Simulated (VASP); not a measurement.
Here is a VASP 6.6.1 calculation.

The input INCAR:

```
PREC = Accurate ; ENCUT = 520
EDIFF = 1E-7 ; ISMEAR = 0
SIGMA = 0.1 ; LREAL = False
LASPH = True ; NELM = 60
ALGO = Fast ; ISIF = 2
LWAVE = False ; LCHARG = True
GGA = PE ; LELF = True
LVHAR = True ; NBANDS = 19
```

KPOINTS

```
regular mesh
0
Gamma
  18 18 10
```

The input POSCAR:

```
Ti
1.0
    2.9381632083      0.0000000000      0.0000000000
   -1.4690816042      2.5445239789      0.0000000000
    0.0000000000      0.0000000000      4.6504654183
Ti
2
Direct
    0.3333333333      0.6666666667      0.2500000000
    0.6666666667      0.3333333333      0.7500000000
```

Potentials or basis: VASP PAW PBE potentials, release 64 (Ti_sv).

Run with:

```bash
$ cat potpaw_PBE.64/Ti_sv/POTCAR > POTCAR
$ mpirun -np 1 vasp_std > vasp.out
```

Task: What does it give for the band gap on the k mesh?

Result: Zero (band 12 reaches 9.10 eV, above the bottom of band 13 at 8.00 eV).

Task: Estimate the pressure.

Result: -0.4 GPa.
